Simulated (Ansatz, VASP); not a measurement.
## Two plane-wave programs on TiB2

The input INCAR:

```
PREC = Accurate ; ENCUT = 600
EDIFF = 1E-6 ; ISMEAR = 0
SIGMA = 0.2 ; LREAL = F
LASPH = T ; NELM = 80
ALGO = Normal ; ISIF = 3
LWAVE = F ; LCHARG = F
IBRION = 2 ; NSW = 80
EDIFFG = -0.001
```

KPOINTS

```
Automatic mesh
0
Gamma
  16 16 14
```

The input POSCAR:

```
TiB2
1.0
    3.0292000000      0.0000000000      0.0000000000
   -1.5146000000      2.6233641531      0.0000000000
    0.0000000000      0.0000000000      3.2284000000
Ti B
1 2
Direct
    0.0000000000      0.0000000000      0.0000000000
    0.3333333333      0.6666666667      0.5000000000
    0.6666666667      0.3333333333      0.5000000000
```

Input for Ansatz:

```yaml
crystal:
  lattice:
    - [3.0292, 0.0, 0.0]
    - [-1.5146, 2.6233641531, 0.0]
    - [0.0, 0.0, 3.2284]
  atoms:
    - { symbol: Ti, position: [0.0, 0.0, 0.0] }
    - { symbol: B, position: [0.3333333333, 0.6666666667, 0.5] }
    - { symbol: B, position: [0.6666666667, 0.3333333333, 0.5] }
scf:
  occupations: { method: gaussian, width: 0.2 }
output:
  forces: true
  stress: true
  eigenvalues: true
  write_density: true
  write_potential: true
  elf: true
  volumetric_format: npy
hamiltonian:
  xc: lda
relax:
  f_tol: 0.001
  max_steps: 60
  cell: { stress_tol: 0.03 }
kpoints:
  mp_grid: { grid: [16, 16, 14] }
```

Alike in both runs: task relaxation of cell and atoms; functional LDA; k mesh 16 × 16 × 14; occupations gaussian, width 0.2 eV; no spin polarisation.

|  | VASP | Ansatz |
| --- | --- | --- |
| version | VASP 6.6.1 | Ansatz 0.2.0 |
| potentials or method | VASP PAW LDA potentials, release 64 (Ti_sv, B) | scalar-relativistic, plane waves, PAW |
| plane-wave cutoff (eV) | 600 | 420 |
| valence electrons in the cell | 18 | 18 |

```csv
,VASP,Ansatz,Ansatz less VASP
"gap on the k mesh at the Fermi level, each at its own relaxed structure (eV)",none,none,-
relaxed volume (Å³/atom),8.19,8.18,-0.015
relaxed length of the cell vector where the two differ most in proportion (Å),3.162,3.160,-0.0024
```

LDA's correlation is that of Perdew and Zunger in VASP and of Perdew and Wang (1992) in Ansatz. A gap of «none» marks a metal or a gap that the smearing closes.
